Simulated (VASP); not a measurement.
A run of VASP 6.6.1:

The input INCAR:

```
  ALGO = Normal
  EDIFF = 1E-6
  EDIFFG = -0.04
  ENCUT = 600
  GGA = PS
  IBRION = 2
  ISIF = 3
  ISMEAR = 0
  LASPH = T
  LCHARG = F
  LREAL = F
  LWAVE = F
  NELM = 100
  NSW = 90
  PREC = Accurate
  SIGMA = 0.1
```

The input KPOINTS:

```
k-points
0
Gamma
  6 6 4
```

File POSCAR:

```
V
1.0
    2.5372750509     -1.6769447097      0.0000000000
    2.5372750509      1.6769447097      0.0000000000
    0.0000000000      0.0000000000      6.8406753956
V
4
Direct
    0.8500000000      0.1500000000      0.1170000000
    0.6500000000      0.3500000000      0.6170000000
    0.1500000000      0.8500000000      0.8830000000
    0.3500000000      0.6500000000      0.3830000000
```

Potentials or basis: VASP PAW PBE potentials, release 64 (V_sv).

The run is started by

```bash
$ cat potpaw_PBE.64/V_sv/POTCAR > POTCAR
$ mpirun -np 1 vasp_std > vasp.out
```

Hardware: 1 thread of Intel(R) Xeon(R) 6975P-C (Granite Rapids) (shared host).

Task: Estimate the wall time of this run.

Result: Run time: 7.8 min on 1 thread of Intel(R) Xeon(R) 6975P-C (Granite Rapids) (shared host), peak memory 0.23 GiB. Counts: scf iterations 187, k points 39, ion steps 26.
